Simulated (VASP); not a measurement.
# Te7Mo4 (a cell with a defect) in VASP: single point with PBE+D3(BJ)

Aim: the single point of Te7Mo4 (a cell with a defect) with PBE+D3(BJ).

Program: VASP 6.6.1. These are calculated values, not measurements. Logs are shortened: lines on timing, memory, paths and dates and some standing lists are left out, and cuts for length are marked.

### 1 The cell of the first run

The cell holds a defect, 11 atoms: a = 6.990 Å, b = 6.990 Å, c = 7.624 Å, α = 90.00°, β = 90.00°, γ = 120.00°.

### 2 Single point, PBE+D3(BJ)

INCAR reads:

```
PREC     = Accurate       # precision mode
ENCUT    = 520            # plane-wave cutoff, eV
EDIFF    = 1E-6           # SCF threshold, eV
ISMEAR   = 0              # smearing method
SIGMA    = 0.05           # smearing width, eV
LREAL    = False          # projectors in reciprocal space
LASPH    = True           # aspherical terms in the spheres
NELM     = 60             # most SCF steps
ALGO     = Fast           # electronic algorithm
ISIF     = 2              # what is computed and relaxed
LWAVE    = False          # write WAVECAR
LCHARG   = True           # write CHGCAR
GGA      = PE             # functional
IVDW     = 12             # dispersion correction
LELF     = True           # ELF
LVHAR    = True         
NELECT   = 96.0         
NBANDS   = 60             # bands
```

KPOINTS reads:

```
regular mesh
0
Gamma
  6 6 4
```

POSCAR reads:

```
Te7Mo4
1.0
    3.4951625504     -6.0537991181      0.0000000000
   -6.9903251009      0.0000000000      0.0000000000
    0.0000000000      0.0000000000     -7.6242845190
Te Mo
7 4
Direct
    0.4807477749      0.2947955498      0.2385784197
    0.1666666667      0.8333333333      0.2385784197
    0.6666666667      0.8333333333      0.2385784197
    0.1666666667      0.3333333333      0.7614215803
    0.6666666667      0.3333333333      0.7614215803
    0.1666666667      0.8333333333      0.7614215803
    0.6666666667      0.8333333333      0.7614215803
    0.0000000000      0.5000000000      0.0000000000
    0.5000000000      0.5000000000      0.0000000000
    0.0000000000      0.0000000000      0.0000000000
    0.5000000000      0.0000000000      0.0000000000
```

Potentials or basis: VASP PAW PBE potentials, release 64 (Te, Mo_sv).

Started as:

```bash
$ cat potpaw_PBE.64/Te/POTCAR potpaw_PBE.64/Mo_sv/POTCAR > POTCAR
$ mpirun -np 1 vasp_std > vasp.out
```

OUTCAR:

```text
PREC = Accurate
   ENCUT = 520
   EDIFF = 1E-6
   ISMEAR = 0
   LREAL = False
   LASPH = True
   NELM = 60
   ISIF = 2
   GGA = PE
   IVDW = 12
   NELECT = 96.0
 IVDW          = 12

 ion  position               nearest neighbor table
   1  0.481  0.295  0.239-   9 2.28  11 2.80   2 2.85   3 3.31  10 3.45
   2  0.167  0.833  0.239-  11 2.72   8 2.72  10 2.72   1 2.85   3 3.50   3 3.50   6 3.64
   3  0.667  0.833  0.239-  10 2.72   9 2.72  11 2.72   1 3.31   2 3.50   2 3.50   7 3.64
   4  0.167  0.333  0.761-   9 2.72  10 2.72   8 2.72   5 3.50   5 3.50   6 3.50   6 3.50   7 3.50
                             7 3.50
   5  0.667  0.333  0.761-   8 2.72  11 2.72   9 2.72   4 3.50   4 3.50   7 3.50   7 3.50   6 3.50
                             6 3.50
   6  0.167  0.833  0.761-  11 2.72   8 2.72  10 2.72   7 3.50   7 3.50   4 3.50   4 3.50   5 3.50
                             5 3.50   2 3.64
   7  0.667  0.833  0.761-  10 2.72   9 2.72  11 2.72   6 3.50   6 3.50   5 3.50   5 3.50   4 3.50
                             4 3.50   3 3.64
   8  0.000  0.500  0.000-   5 2.72   2 2.72   6 2.72   4 2.72
   9  0.500  0.500  0.000-   1 2.28   4 2.72   3 2.72   7 2.72   5 2.72
  10  0.000  0.000  0.000-   3 2.72   7 2.72   4 2.72   6 2.72   2 2.72   1 3.45
  11  0.500  0.000  0.000-   2 2.72   6 2.72   5 2.72   3 2.72   7 2.72   1 2.80

  LATTYP: Found a hexagonal cell.
 ALAT       =     6.9903251009
 C/A-ratio  =     1.0906909777

  Lattice vectors:

 A1 = (   3.4951625504,  -6.0537991181,   0.0000000000)
 A2 = (  -6.9903251009,   0.0000000000,   0.0000000000)
 A3 = (   0.0000000000,   0.0000000000,  -7.6242845190)

Analysis of symmetry for initial positions (statically):
=====================================================================
 Subroutine PRICEL returns:
 Original cell was already a primitive cell.

 Routine SETGRP: Setting up the symmetry group for a
 hexagonal supercell.

 Subroutine GETGRP returns: Found  1 space group operations
 (whereof  1 operations were pure point group operations)
 out of a pool of 24 trial point group operations.

The static configuration has the point symmetry C_1 .

Analysis of symmetry for dynamics (positions and initial velocities):
=====================================================================
 Subroutine PRICEL returns:
 Original cell was already a primitive cell.

 Routine SETGRP: Setting up the symmetry group for a
 hexagonal supercell.

 Subroutine GETGRP returns: Found  1 space group operations
 (whereof  1 operations were pure point group operations)
 out of a pool of 24 trial point group operations.

The dynamic configuration has the point symmetry C_1 .

 Subroutine INISYM returns: Found  1 space group operations
 (whereof  1 operations are pure point group operations),
 and found     1 'primitive' translations

----------------------------------------------------------------------------------------

                                     Primitive cell

  volume of cell :     322.6447

  direct lattice vectors                    reciprocal lattice vectors
     3.495162550 -6.053799118  0.000000000     0.000000000 -0.165185527  0.000000000
    -6.990325101  0.000000000  0.000000000    -0.143054863 -0.082592764  0.000000000
     0.000000000  0.000000000 -7.624284519     0.000000000  0.000000000 -0.131159848

  length of vectors
     6.990325101  6.990325101  7.624284519     0.165185527  0.165185527  0.131159848

  position of ions in fractional coordinates (direct lattice)
     0.480747775  0.294795550  0.238578420
     0.166666667  0.833333333  0.238578420
     0.666666667  0.833333333  0.238578420
     0.166666667  0.333333333  0.761421580
     0.666666667  0.333333333  0.761421580
     0.166666667  0.833333333  0.761421580
     0.666666667  0.833333333  0.761421580
     0.000000000  0.500000000  0.000000000
     0.500000000  0.500000000  0.000000000
     0.000000000  0.000000000  0.000000000
     0.500000000  1.000000000  0.000000000

  ion indices of the primitive-cell ions
   primitive index   ion index
                 1           1
                 2           2
                 3           3
                 4           4
                 5           5
                 6           6
                 7           7
                 8           8
                 9           9
                10          10
                11          11

----------------------------------------------------------------------------------------

 KPOINTS: regular mesh

Automatic generation of k-mesh.
 Grid dimensions read from file:
 generate k-points for:    6    6    4

 Generating k-lattice:

  Cartesian coordinates                     Fractional coordinates (reciprocal lattice)
     0.000000000 -0.027530921  0.000000000     0.166666667  0.000000000  0.000000000
    -0.023842477 -0.013765461  0.000000000    -0.000000000  0.166666667  0.000000000
     0.000000000  0.000000000 -0.032789962     0.000000000  0.000000000  0.250000000

  Length of vectors
     0.027530921  0.027530921  0.032789962

  Shift w.r.t. Gamma in fractional coordinates (k-lattice)
     0.000000000  0.000000000  0.000000000

 Subroutine IBZKPT returns following result:
 ===========================================

 Found     76 irreducible k-points:

 Following reciprocal coordinates:
            Coordinates               Weight
  0.000000  0.000000  0.000000      1.000000
  0.166667  0.000000  0.000000      2.000000
 -0.000000  0.166667  0.000000      2.000000
 -0.166667  0.166667  0.000000      2.000000
  0.333333  0.000000  0.000000      2.000000
 -0.000000  0.333333  0.000000      2.000000
[... 16 lines left out ...]
 -0.000000  0.166667  0.250000      2.000000
 -0.166667  0.166667  0.250000      2.000000
 [... further k-points ...]
   k-points           NKPTS =     76   k-points in BZ     NKDIM =     76   number of bands    NBANDS=     60
   number of dos      NEDOS =    301   number of ions     NIONS =     11
   total plane-waves  NPLWV = 174960
   dimension x,y,z NGX =    54 NGY =   54 NGZ =   60
   dimension x,y,z NGXF=   108 NGYF=  108 NGZF=  120
   ions per type =               7   4
   NGX,Y,Z   is equivalent  to a cutoff of  12.84, 12.84, 13.08 a.u.
   NGXF,Y,Z  is equivalent  to a cutoff of  25.68, 25.68, 26.17 a.u.
 SYSTEM =  unknown system
   PREC   = accura    normal or accurate (medium, high low for compatibility)
   ISTART =      0    job   : 0-new  1-cont  2-samecut
   ICHARG =      2    charge: 1-file 2-atom 10-const
   ISPIN  =      1    spin polarized calculation?
   LNONCOLLINEAR =      F non collinear calculations
   LSORBIT =      F    spin-orbit coupling
   LASPH  =      T    aspherical Exc in radial PAW
   ENCUT  =  520.0 eV  38.22 Ry    6.18 a.u.  13.00 13.00 14.18*2*pi/ulx,y,z
   NELM   =     60;   NELMIN=  2; NELMDL= -5     # of ELM steps
   EDIFF  = 0.1E-05   stopping-criterion for ELM
   LREAL  =      F    real-space projection
   EDIFFG = 0.1E-04   stopping-criterion for IOM
   NSW    =      0    number of steps for IOM
   IBRION =     -1    ionic relax: 0-MD 1-quasi-New 2-CG
   NFREE  =      0    steps in history (QN), initial steepest desc. (CG)
   ISIF   =      2    stress and relaxation
   ISYM   =      2    0-nonsym 1-usesym 2-fastsym
   POTIM  = 0.5000    time-step for ionic-motion
   TEBEG  =    0.0;   TEEND  =   0.0 temperature during run
   PSTRESS=    0.0 pullay stress
   NELECT =      96.0000    total number of electrons
   NUPDOWN=      -1.0000    fix difference up-down
   EMIN   =  10.00;   EMAX   =-10.00  energy-range for DOS
   EFERMI =   0.00;   METHOD = LEGACY
   ISMEAR =     0;   SIGMA  =   0.05  broadening in eV -4-tet -1-fermi 0-gaus
   EFERMI_NEDOS =   21; number of points for ismear=-14 and -15
   IALGO  =     68    algorithm
   IMIX   =      4    mixing-type and parameters
     AMIX     =   0.40;   BMIX     =  1.00
     AMIX_MAG =   1.60;   BMIX_MAG =  1.00
  volume/ion in A,a.u.               =      29.33       197.94
  Fermi-wavevector in a.u.,A,eV,Ry     =   1.092925  2.065329 16.251960  1.194485
  Thomas-Fermi vector in A             =   2.229200
   LORBIT       =      0    0 simple, 1 ext, 2 COOP (PROOUT), +10 PAW based schemes
   GGA     = PE    functional components
   LHFCALC =     F    Hartree Fock is set to
   AEXX    =    0.0000 exact exchange contribution
   IVDW    =    12    specifies the selected vdW correction
   LEPSILON=     F    determine dielectric tensor
   LRPA    =     F    only Hartree local field effects (RPA)
 non-spin polarized calculation
 RMM-DIIS sequential band-by-band and
 Gauss-broadening in eV      SIGMA  =   0.05
  energy-cutoff  :      520.00
  volume of cell :      322.64
 maximum number of plane-waves:      8715
 NGX is ok and might be reduce to    54
   NGX = 25   NGY = 25   NGZ = 29

 number of electron      96.0000001 magnetization

 Free energy of the ion-electron system (eV)
  ---------------------------------------------------
  ext. energy  EPLUGINS =         0.00000000
  ---------------------------------------------------
  free energy    TOTEN  =       -76.50731106 eV

  energy without entropy =      -76.50466797  energy(sigma->0) =      -76.50598951

 E-fermi :   5.9872     XC(G=0):  -9.2449

 val. band max:        5.9638713094   @ k =   0.5000   0.5000   0.0000
 cond. band min:       5.9881506572   @ k =  -0.1667   0.3333   0.0000
 fundamental gap:      0.0242793478
 Fermi energy:         5.9871602484

 k-point     1 :       0.0000    0.0000    0.0000
  band No.  band energies     occupation
      1     -54.9920      2.00000
      2     -54.9658      2.00000
      3     -54.8415      2.00000
      4     -54.7445      2.00000
      5     -29.2273      2.00000
      6     -29.1883      2.00000
[... 1501 lines left out ...]
     59       8.9676      0.00000
     60       9.1839      0.00000

 [... further k-points ...]

------------------------ aborting loop because EDIFF is reached ----------------------------------------

 Edisp (eV)   -5.15140

 E8    (eV) :    -2.3804

  FORCE on cell =-STRESS in cart. coord.  units (eV):
  Direction    XX          YY          ZZ          XY          YZ          ZX
  --------------------------------------------------------------------------------------
  -------------------------------------------------------------------------------------
  Total     -22.85923   -30.77494   -11.82045     3.02476    -1.05574    -7.48689
  in kB    -113.51354  -152.82108   -58.69758    15.02023    -5.24253   -37.17811
  external pressure =     -108.34 kB  Pullay stress =        0.00 kB

 VOLUME and BASIS-vectors are now :
 -----------------------------------------------------------------------------
  energy-cutoff  :      520.00
  volume of cell :      322.64
      direct lattice vectors                 reciprocal lattice vectors
     3.495162550 -6.053799118  0.000000000     0.000000000 -0.165185527  0.000000000
    -6.990325101  0.000000000  0.000000000    -0.143054863 -0.082592764  0.000000000
     0.000000000  0.000000000 -7.624284519     0.000000000  0.000000000 -0.131159848

 POSITION                                       TOTAL-FORCE (eV/Angst)
 -----------------------------------------------------------------------------------
     -0.38043     -2.91035     -1.81899         3.061290     -0.369055     -5.732931
     -5.24274     -1.00897     -1.81899         1.460728      1.110589     -0.592358
     -3.49516     -4.03587     -1.81899        -0.627535     -0.357336     -0.320176
     -1.74758     -1.00897     -5.80529        -0.216669      0.104088      0.040574
      0.00000     -4.03587     -5.80529        -0.184486     -0.418598      0.111386
     -5.24274     -1.00897     -5.80529         0.292269      0.318647     -0.004321
     -3.49516     -4.03587     -5.80529        -0.113529     -0.326053      0.494863
     -3.49516      0.00000      0.00000         0.302890      0.255635      0.319588
     -1.74758     -3.02690      0.00000        -3.356295     -0.075008      5.165624
      0.00000      0.00000      0.00000        -0.558758     -0.258205      0.204057
      1.74758     -3.02690      0.00000        -0.059905      0.015297      0.313694
 -----------------------------------------------------------------------------------
    total drift:                                0.000064      0.000051     -0.000409

  FREE ENERGIE OF THE ION-ELECTRON SYSTEM (eV)
  ---------------------------------------------------
  free  energy   TOTEN  =       -81.6587127630 eV

  energy  without entropy=      -81.6560696793  energy(sigma->0) =      -81.65739122
```

Wall time 75 min (1 thread of Oxide Virtual Turin-like, shared host); peak memory 1.1 GiB.

What came out:

| Property | Result |
| --- | --- |
| Free energy | -81.6587 eV |
| Largest force | 6.510 eV/Å |
| Dispersion energy per atom | -0.468 eV |

Forces on the atoms (eV/Å):
```
Te   3.061 -0.369 -5.733
Te   1.461  1.111 -0.592
Te  -0.628 -0.357 -0.320
Te  -0.217  0.104  0.041
Te  -0.184 -0.419  0.111
Te   0.292  0.319 -0.004
Te  -0.114 -0.326  0.495
Mo   0.303  0.256  0.320
Mo  -3.356 -0.075  5.166
Mo  -0.559 -0.258  0.204
Mo  -0.060  0.015  0.314
```

Caveat: the cell carries a net charge on a neutralising background, which shifts energy and pressure; the cell differs from its parent crystal (atoms taken out, atom 1 moved 0.333 of the way to it and +0.233 Å across, host rigid); the cell is charged against a uniform background, so pressure and absolute levels hang on convention; spin-orbit coupling is left out, which moves the levels of the heavy elements.
